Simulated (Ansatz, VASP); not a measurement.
Two plane-wave programs on NaCl

```xyz
2
Lattice="0.0000 2.8040 2.8040 2.8040 0.0000 2.8040 2.8040 2.8040 0.0000" Properties=species:S:1:pos:R:3 pbc="T T T"
Na    0.0000    0.0000    0.0000
Cl    2.8040    2.8040    2.8040
```

Alike in both runs: functional r2SCAN; k mesh 8 × 8 × 8; no spin polarisation.

Ansatz relaxed the structure, and its values are those at the end. VASP's run is a single point on that final structure, the one shown.

|  | VASP | Ansatz |
| --- | --- | --- |
| version | VASP 6.6.1 | Ansatz 0.2.0 |
| potentials or method | VASP PAW PBE potentials, release 64 (Na_pv, Cl), cutoff 520 eV | scalar-relativistic, plane waves, PAW |
| occupations | gaussian, width 0.01 eV | fixed |
| valence electrons in the cell | 14 | 16 |

Ansatz gave:

| Quantity | Value |
| --- | --- |
| gap on the k mesh at the Fermi level (eV) | 5.97 |
| least direct gap on the mesh (eV) | 5.97 |
| pressure (GPa) | 0.0 |

Problem. What did VASP give for the same quantities?

Solution. gap on the k mesh at the Fermi level (eV): 5.99; least direct gap on the mesh (eV): 5.99; pressure (GPa): -0.2.

VASP's potentials were made for PBE, not for r2SCAN. VASP's potentials hold 14 valence electrons a cell and Ansatz's 16, so a difference there can come from the potentials and not from the codes.
